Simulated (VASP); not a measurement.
# SnO (P4/nmm) in VASP: further runs

SnO is run at these levels: LDA; tasks: electric field gradients.

Program: VASP 6.6.1. These are calculated values, not measurements. Logs are shortened: lines on timing, memory, paths and dates and some standing lists are left out, and cuts for length are marked.

## 1. The cell of the first run

Symmetry: P4/nmm, No. 129, tetragonal system. The conventional cell has a = 3.751 Å, b = 3.751 Å, c = 4.771 Å, α = 90.00°, β = 90.00°, γ = 90.00°. Within 2.9 Å of Sn (site symmetry 4mm) lie 4 O at 2.19 Å. O (site symmetry -4m2) has 4 Sn at 2.19 Å and 4 O at 2.65 Å within 2.9 Å.

## 2. Electric field gradients, LDA (16.78 Å³/atom)

Input file INCAR:

```
PREC = Accurate ; ENCUT = 910
EDIFF = 1E-8 ; ISMEAR = -1
SIGMA = 0.02 ; LREAL = F
LASPH = T ; NELM = 120
ALGO = Normal ; ISIF = 2
LWAVE = F ; LCHARG = F
GGA = CA ; LEFG = T
NBANDS = 28 ; GGA_COMPAT = F
```

Input file KPOINTS:

```
Automatic mesh
0
Gamma
  6 6 5
```

Input file POSCAR:

```
SnO
1.0
    3.7506153226      0.0000000000      0.0000000000
    0.0000000000      3.7506153226      0.0000000000
    0.0000000000      0.0000000000      4.7706406366
Sn O
2 2
Direct
    0.0000000000      0.5000000000      0.2385000000
    0.5000000000      0.0000000000      0.7615000000
    0.0000000000      0.0000000000      0.0000000000
    0.5000000000      0.5000000000      0.0000000000
```

Potentials or basis: VASP PAW LDA potentials, release 64 (Sn_d, O_h).

The run is started by

```bash
$ cat potpaw_LDA.64/Sn_d/POTCAR potpaw_LDA.64/O_h/POTCAR > POTCAR
$ mpirun -np 1 vasp_std > vasp.out
```

OUTCAR:

```text
PREC = Accurate
   ENCUT = 910
   EDIFF = 1E-8
   ISMEAR = -1
   LREAL = F
   LASPH = T
   NELM = 120
   ISIF = 2
   GGA = CA

 ion  position               nearest neighbor table
   1  0.000  0.500  0.239-   3 2.19   4 2.19   3 2.19   4 2.19   2 3.49   2 3.49   2 3.49   2 3.49
                             2 3.64   2 3.64   2 3.64   2 3.64
   2  0.500  0.000  0.761-   3 2.19   4 2.19   4 2.19   3 2.19   1 3.49   1 3.49   1 3.49   1 3.49
                             1 3.64   1 3.64   1 3.64   1 3.64
   3  0.000  0.000  0.000-   1 2.19   2 2.19   1 2.19   2 2.19
   4  0.500  0.500  0.000-   1 2.19   2 2.19   2 2.19   1 2.19

  LATTYP: Found a simple tetragonal cell.
 ALAT       =     3.7506153226
 C/A-ratio  =     1.2719621252

  Lattice vectors:

 A1 = (   3.7506153226,   0.0000000000,   0.0000000000)
 A2 = (   0.0000000000,   3.7506153226,   0.0000000000)
 A3 = (   0.0000000000,   0.0000000000,   4.7706406366)

Analysis of symmetry for initial positions (statically):
=====================================================================
 Subroutine PRICEL returns:
 Original cell was already a primitive cell.

 Routine SETGRP: Setting up the symmetry group for a
 simple tetragonal supercell.

 Subroutine GETGRP returns: Found 16 space group operations
 (whereof  8 operations were pure point group operations)
 out of a pool of 16 trial point group operations.

The static configuration has the point symmetry D_2d.
 The point group associated with its full space group is D_4h.

Analysis of symmetry for dynamics (positions and initial velocities):
=====================================================================
 Subroutine PRICEL returns:
 Original cell was already a primitive cell.

 Routine SETGRP: Setting up the symmetry group for a
 simple tetragonal supercell.

 Subroutine GETGRP returns: Found 16 space group operations
 (whereof  8 operations were pure point group operations)
 out of a pool of 16 trial point group operations.

The dynamic configuration has the point symmetry D_2d.
 The point group associated with its full space group is D_4h.

 Subroutine INISYM returns: Found 16 space group operations
 (whereof  8 operations are pure point group operations),
 and found     1 'primitive' translations

----------------------------------------------------------------------------------------

                                     Primitive cell

  volume of cell :      67.1092

  direct lattice vectors                    reciprocal lattice vectors
     3.750615323  0.000000000  0.000000000     0.266622918  0.000000000  0.000000000
     0.000000000  3.750615323  0.000000000     0.000000000  0.266622918  0.000000000
     0.000000000  0.000000000  4.770640637     0.000000000  0.000000000  0.209615453

  length of vectors
     3.750615323  3.750615323  4.770640637     0.266622918  0.266622918  0.209615453

  position of ions in fractional coordinates (direct lattice)
     0.000000000  0.500000000  0.238500000
     0.500000000  0.000000000  0.761500000
     0.000000000  0.000000000  0.000000000
     0.500000000  0.500000000  0.000000000

  ion indices of the primitive-cell ions
   primitive index   ion index
                 1           1
                 2           2
                 3           3
                 4           4

----------------------------------------------------------------------------------------

 KPOINTS: Automatic mesh

Automatic generation of k-mesh.
 Grid dimensions read from file:
 generate k-points for:    6    6    5

 Generating k-lattice:

  Cartesian coordinates                     Fractional coordinates (reciprocal lattice)
[... 39 lines left out ...]
  0.333333  0.000000  0.400000      8.000000
  0.500000  0.000000  0.400000      4.000000
 [... further k-points ...]
   k-points           NKPTS =     30   k-points in BZ     NKDIM =     30   number of bands    NBANDS=     28
   number of dos      NEDOS =    301   number of ions     NIONS =      4
   total plane-waves  NPLWV =  76800
   dimension x,y,z NGX =    40 NGY =   40 NGZ =   48
   dimension x,y,z NGXF=    80 NGYF=   80 NGZF=   96
   ions per type =               2   2
   NGX,Y,Z   is equivalent  to a cutoff of  17.73, 17.73, 16.73 a.u.
   NGXF,Y,Z  is equivalent  to a cutoff of  35.46, 35.46, 33.45 a.u.
 SYSTEM =  unknown system
   PREC   = accura    normal or accurate (medium, high low for compatibility)
   ISTART =      0    job   : 0-new  1-cont  2-samecut
   ICHARG =      2    charge: 1-file 2-atom 10-const
   ISPIN  =      1    spin polarized calculation?
   LNONCOLLINEAR =      F non collinear calculations
   LSORBIT =      F    spin-orbit coupling
   LASPH  =      T    aspherical Exc in radial PAW
   ENCUT  =  910.0 eV  66.88 Ry    8.18 a.u.   9.23  9.23 11.73*2*pi/ulx,y,z
   NELM   =    120;   NELMIN=  2; NELMDL= -5     # of ELM steps
   EDIFF  = 0.1E-07   stopping-criterion for ELM
   LREAL  =      F    real-space projection
   EDIFFG = 0.1E-06   stopping-criterion for IOM
   NSW    =      0    number of steps for IOM
   IBRION =     -1    ionic relax: 0-MD 1-quasi-New 2-CG
   NFREE  =      0    steps in history (QN), initial steepest desc. (CG)
   ISIF   =      2    stress and relaxation
   ISYM   =      2    0-nonsym 1-usesym 2-fastsym
   POTIM  = 0.5000    time-step for ionic-motion
   TEBEG  =    0.0;   TEEND  =   0.0 temperature during run
   PSTRESS=    0.0 pullay stress
   NELECT =      40.0000    total number of electrons
   NUPDOWN=      -1.0000    fix difference up-down
   EMIN   =  10.00;   EMAX   =-10.00  energy-range for DOS
   EFERMI =   0.00;   METHOD = LEGACY
   ISMEAR =    -1;   SIGMA  =   0.02  broadening in eV -4-tet -1-fermi 0-gaus
   EFERMI_NEDOS =   21; number of points for ismear=-14 and -15
   IALGO  =     38    algorithm
   IMIX   =      4    mixing-type and parameters
     AMIX     =   0.40;   BMIX     =  1.00
     AMIX_MAG =   1.60;   BMIX_MAG =  1.00
  volume/ion in A,a.u.               =      16.78       113.22
  Fermi-wavevector in a.u.,A,eV,Ry     =   1.377741  2.603553 25.826174  1.898170
  Thomas-Fermi vector in A             =   2.502866
   LORBIT       =      0    0 simple, 1 ext, 2 COOP (PROOUT), +10 PAW based schemes
   GGA     = CA    functional components
   LHFCALC =     F    Hartree Fock is set to
   AEXX    =    0.0000 exact exchange contribution
   IVDW    =     0    specifies the selected vdW correction
   LEPSILON=     F    determine dielectric tensor
   LRPA    =     F    only Hartree local field effects (RPA)
 non-spin polarized calculation
  energy-cutoff  :      910.00
  volume of cell :       67.11
 maximum number of plane-waves:      4212
 NGX is ok and might be reduce to    40
   NGX = 19   NGY = 19   NGZ = 23

 number of electron      40.0000002 magnetization

 Free energy of the ion-electron system (eV)
  ---------------------------------------------------
  ext. energy  EPLUGINS =         0.00000000
  ---------------------------------------------------
  free energy    TOTEN  =       -25.73307785 eV

  energy without entropy =      -25.73229629  energy(sigma->0) =      -25.73268707

 E-fermi :   7.6839     XC(G=0): -10.8868

 val. band max:        7.6635284785   @ k =   0.5000   0.5000   0.0000
 cond. band min:       7.7107874130   @ k =   0.0000   0.0000   0.0000
 fundamental gap:      0.0472589345
 Fermi energy:         7.6839033483

 k-point     1 :       0.0000    0.0000    0.0000
  band No.  band energies     occupation
      1     -14.3822      2.00000
      2     -13.8747      2.00000
      3     -13.8747      2.00000
      4     -13.8655      2.00000
      5     -13.8076      2.00000
      6     -13.8016      2.00000
[... 733 lines left out ...]
     27      16.7706      0.00000
     28      16.7706      0.00000

 [... further k-points ...]
[... 5 lines left out ...]
  --------------------------------------------------------------------------------------
  -------------------------------------------------------------------------------------
  Total        0.6631207      0.6631207      0.3902261      0.0000000      0.0000000      0.0000000
  in kB       15.8314771     15.8314771      9.3163355      0.0000000      0.0000000      0.0000000
  external PRESSURE =      13.6597632 kB  Pullay stress =       0.0000000 kB

 VOLUME and BASIS-vectors are now :
 -----------------------------------------------------------------------------
  energy-cutoff  :      910.00
  volume of cell :       67.11
      direct lattice vectors                 reciprocal lattice vectors
     3.750615323  0.000000000  0.000000000     0.266622918  0.000000000  0.000000000
     0.000000000  3.750615323  0.000000000     0.000000000  0.266622918  0.000000000
     0.000000000  0.000000000  4.770640637     0.000000000  0.000000000  0.209615453

 POSITION                                       TOTAL-FORCE (eV/Angst)
 -----------------------------------------------------------------------------------
      0.00000      1.87531      1.13780        -0.000000      0.000000      0.471274
      1.87531      0.00000      3.63284         0.000000      0.000000     -0.471274
      0.00000      0.00000      0.00000         0.000000     -0.000000      0.000000
      1.87531      1.87531      0.00000         0.000000      0.000000      0.000000
 -----------------------------------------------------------------------------------
    total drift:                               -0.000000      0.000000      0.000000

  FREE ENERGIE OF THE ION-ELECTRON SYSTEM (eV)
  ---------------------------------------------------
  free  energy   TOTEN  =       -25.7330778481 eV

  energy  without entropy=      -25.7322962926  energy(sigma->0) =      -25.73268707

 Electric field gradients (V/A^2)
---------------------------------------------------------------------
 ion       V_xx      V_yy      V_zz      V_xy      V_xz      V_yz
---------------------------------------------------------------------
   1      84.735    84.735  -169.469    -0.000     0.000     0.000
   2      84.735    84.735  -169.469    -0.000     0.000    -0.000
   3      -1.416    -1.416     2.832     0.000    -0.000     0.000
   4      -1.416    -1.416     2.832     0.000    -0.000    -0.000
---------------------------------------------------------------------

 Electric field gradients after diagonalization (V/A^2)
 (convention: |V_zz| > |V_xx| > |V_yy|)
----------------------------------------------------------------------
 ion       V_xx      V_yy      V_zz     asymmetry (V_yy - V_xx)/ V_zz
----------------------------------------------------------------------
   1      84.735    84.735  -169.469       0.000
   2      84.735    84.735  -169.469       0.000
   3      -1.416    -1.416     2.832       0.000
   4      -1.416    -1.416     2.832       0.000
----------------------------------------------------------------------

           NMR quadrupolar parameters

 Cq : quadrupolar parameter    Cq=e*Q*V_zz/h
 eta: asymmetry parameters     (V_yy - V_xx)/ V_zz
 Q  : nuclear electric quadrupole moment in mb (millibarn)
----------------------------------------------------------------------
 ion       Cq(MHz)       eta       Q (mb)
----------------------------------------------------------------------
   1      -0.410       0.000       1.000
   2      -0.410       0.000       1.000
   3       0.007       0.000       1.000
   4       0.007       0.000       1.000
----------------------------------------------------------------------
```

Wall time 68 s (1 thread of AMD EPYC 9R45 (Zen 5), shared host); peak memory 0.24 GiB.

What came out:

| Item | Value |
| --- | --- |
| Free energy | -25.7331 eV |
| Pressure | 1.4 GPa |
| Largest force | 0.471 eV/Å |
| Band gap on the k mesh | zero (bands 20 and 21 overlap by 0.05 eV) |
| Largest electric field gradient by atom | Sn -169.5; O +2.8 V/Å² |

Forces on the atoms (eV/Å):
```
Sn   0.000  0.000  0.471
Sn   0.000  0.000 -0.471
O    0.000  0.000  0.000
O    0.000  0.000  0.000
```

Stress tensor (GPa, compression positive):
```
1.58 0.00 0.00
0.00 1.58 0.00
0.00 0.00 0.93
```

Levels at points of the mesh, in eV from the Fermi level:
```tsv
k point	band 18	band 19	band 20	band 21	band 22	band 23
(0.00, 0.00, 0.00)	-3.42	-3.42	0.03	2.19	4.24	4.73
(0.50, 0.00, 0.00)	-5.19	-2.87	-2.87	3.23	3.23	6.00
(0.50, 0.50, 0.00)	-2.72	-1.92	-1.92	-0.02	-0.02	4.37
```

Electric field gradients, principal values (V/Å²):
| atom | least | middle | greatest (by size) |
| --- | --- | --- | --- |
| 1 Sn | 84.735 | 84.735 | -169.469 |
| 2 Sn | 84.735 | 84.735 | -169.469 |
| 3 O | -1.416 | -1.416 | 2.832 |
| 4 O | -1.416 | -1.416 | 2.832 |

Caveat: the cutoff is under 1.25 times the usual one of these potentials, so pressure, stress and relaxed cells hold a basis-set (Pulay) error; semilocal functionals underestimate gaps, so a narrow gap can read as zero; without QUAD_EFG the Cq values of the log hold for a quadrupole moment of 1 mb, not for the nuclei; spin-orbit coupling is left out, which moves the levels of the heavy elements.

## 3. Electric field gradients, LDA (18.18 Å³/atom)

This run uses another cell than the first one, of 18.18 Å³/atom.

Input file INCAR:

```
ALGO = Normal ; EDIFF = 1E-8
ENCUT = 910 ; GGA = CA
GGA_COMPAT = F ; ISIF = 2
ISMEAR = -1 ; LASPH = T
LCHARG = F ; LEFG = T
LREAL = F ; LWAVE = F
NBANDS = 28 ; NELM = 120
PREC = Accurate ; SIGMA = 0.02
```

Input file KPOINTS:

```
k-points
0
Gamma
  6 6 5
```

Input file POSCAR:

```
SnO
1.0
    3.8520320533      0.0000000000      0.0000000000
    0.0000000000      3.8520320533      0.0000000000
    0.0000000000      0.0000000000      4.8996388769
Sn O
2 2
Direct
    0.0000000000      0.5000000000      0.2385000000
    0.5000000000      0.0000000000      0.7615000000
    0.0000000000      0.0000000000      0.0000000000
    0.5000000000      0.5000000000      0.0000000000
```

Potentials or basis: VASP PAW LDA potentials, release 64 (Sn_d, O_h).

The run is started by

```bash
$ cat potpaw_LDA.64/Sn_d/POTCAR potpaw_LDA.64/O_h/POTCAR > POTCAR
$ mpirun -np 1 vasp_std > vasp.out
```

OUTCAR:

```text
EDIFF = 1E-8
   ENCUT = 910
   GGA = CA
   ISIF = 2
   ISMEAR = -1
   LASPH = T
   LREAL = F
   NELM = 120
   PREC = Accurate

 ion  position               nearest neighbor table
   1  0.000  0.500  0.239-   3 2.25   4 2.25   3 2.25   4 2.25   2 3.59   2 3.59   2 3.59   2 3.59
                             2 3.74   2 3.74   2 3.74   2 3.74
   2  0.500  0.000  0.761-   3 2.25   4 2.25   4 2.25   3 2.25   1 3.59   1 3.59   1 3.59   1 3.59
                             1 3.74   1 3.74   1 3.74   1 3.74
   3  0.000  0.000  0.000-   1 2.25   2 2.25   1 2.25   2 2.25
   4  0.500  0.500  0.000-   1 2.25   2 2.25   2 2.25   1 2.25

  LATTYP: Found a simple tetragonal cell.
 ALAT       =     3.8520320533
 C/A-ratio  =     1.2719621252

  Lattice vectors:

[... 975 lines left out ...]
   1      79.132    79.132  -158.264     0.000     0.000     0.000
   2      79.132    79.132  -158.264     0.000     0.000     0.000
   3      -0.872    -0.872     1.744     0.000     0.000     0.000
   4      -0.872    -0.872     1.744    -0.000     0.000    -0.000
---------------------------------------------------------------------

 Electric field gradients after diagonalization (V/A^2)
 (convention: |V_zz| > |V_xx| > |V_yy|)
----------------------------------------------------------------------
 ion       V_xx      V_yy      V_zz     asymmetry (V_yy - V_xx)/ V_zz
----------------------------------------------------------------------
   1      79.132    79.132  -158.264       0.000
   2      79.132    79.132  -158.264       0.000
   3      -0.872    -0.872     1.744       0.000
   4      -0.872    -0.872     1.744       0.000
----------------------------------------------------------------------

           NMR quadrupolar parameters

 Cq : quadrupolar parameter    Cq=e*Q*V_zz/h
 eta: asymmetry parameters     (V_yy - V_xx)/ V_zz
 Q  : nuclear electric quadrupole moment in mb (millibarn)
----------------------------------------------------------------------
 ion       Cq(MHz)       eta       Q (mb)
----------------------------------------------------------------------
   1      -0.383       0.000       1.000
   2      -0.383       0.000       1.000
   3       0.004       0.000       1.000
   4       0.004       0.000       1.000
----------------------------------------------------------------------
```

OSZICAR:

```text
N       E                     dE             d eps       ncg     rms          rms(c)
DAV:   1     0.515286030238E+03    0.51529E+03   -0.26900E+04  1704   0.304E+03
DAV:   2     0.816313644890E+02   -0.43365E+03   -0.41863E+03  1704   0.697E+02
DAV:   3    -0.195068851263E+02   -0.10114E+03   -0.97622E+02  2136   0.220E+02
DAV:   4    -0.289421923941E+02   -0.94353E+01   -0.92655E+01  1940   0.677E+01
DAV:   5    -0.292904842879E+02   -0.34829E+00   -0.34773E+00  1800   0.134E+01    0.114E+01
DAV:   6    -0.257755252769E+02    0.35150E+01   -0.15676E+01  2832   0.451E+01    0.519E+00
DAV:   7    -0.257104543253E+02    0.65071E-01   -0.21545E+00  1948   0.864E+00    0.253E+00
DAV:   8    -0.256655406031E+02    0.44914E-01   -0.40022E-01  2008   0.412E+00    0.802E-01
DAV:   9    -0.256517671129E+02    0.13773E-01   -0.42315E-02  2916   0.204E+00    0.256E-01
DAV:  10    -0.256526065538E+02   -0.83944E-03   -0.61768E-03  2208   0.679E-01    0.133E-01
DAV:  11    -0.256522457139E+02    0.36084E-03   -0.15622E-03  2752   0.359E-01    0.136E-02
DAV:  12    -0.256522630525E+02   -0.17339E-04   -0.17714E-04  1724   0.866E-02    0.183E-02
DAV:  13    -0.256522616300E+02    0.14225E-05   -0.94228E-06  2272   0.260E-02    0.863E-03
DAV:  14    -0.256522611029E+02    0.52708E-06   -0.32472E-06  2520   0.153E-02    0.913E-04
DAV:  15    -0.256522611226E+02   -0.19709E-07   -0.24753E-07  1812   0.294E-03    0.853E-04
DAV:  16    -0.256522611215E+02    0.11532E-08   -0.58357E-09  1028   0.669E-04
   1 F= -.25652261E+02 E0= -.25652251E+02  d E =-.196164E-04
```

It took 3.9 min on 1 thread of AMD EPYC 7R43 (Zen 3), shared host; peak memory 0.24 GiB.

What came out:

| Item | Value |
| --- | --- |
| Free energy | -25.6523 eV |
| Pressure | -6.0 GPa |
| Largest force | 0.669 eV/Å |
| Band gap on the k mesh | 0.22 eV (least direct gap 2.01 eV) |
| Largest electric field gradient by atom | Sn -158.3; O +1.7 V/Å² |

Forces in eV/Å, atoms in the order of the input:
```
Sn   0.000  0.000 -0.669
Sn   0.000  0.000  0.669
O    0.000  0.000  0.000
O    0.000  0.000  0.000
```

Electric field gradients, principal values (V/Å²):
```csv
atom,least,middle,greatest (by size)
1 Sn,79.132,79.132,-158.264
2 Sn,79.132,79.132,-158.264
3 O,-0.872,-0.872,1.744
4 O,-0.872,-0.872,1.744
```

Caveat: the cutoff is under 1.25 times the usual one of these potentials, so pressure, stress and relaxed cells hold a basis-set (Pulay) error; the cell stands under tension; without QUAD_EFG the Cq values of the log hold for a quadrupole moment of 1 mb, not for the nuclei; spin-orbit coupling is left out, which moves the levels of the heavy elements; an odd mesh through Γ misses points on the zone boundary, where band edges can lie.
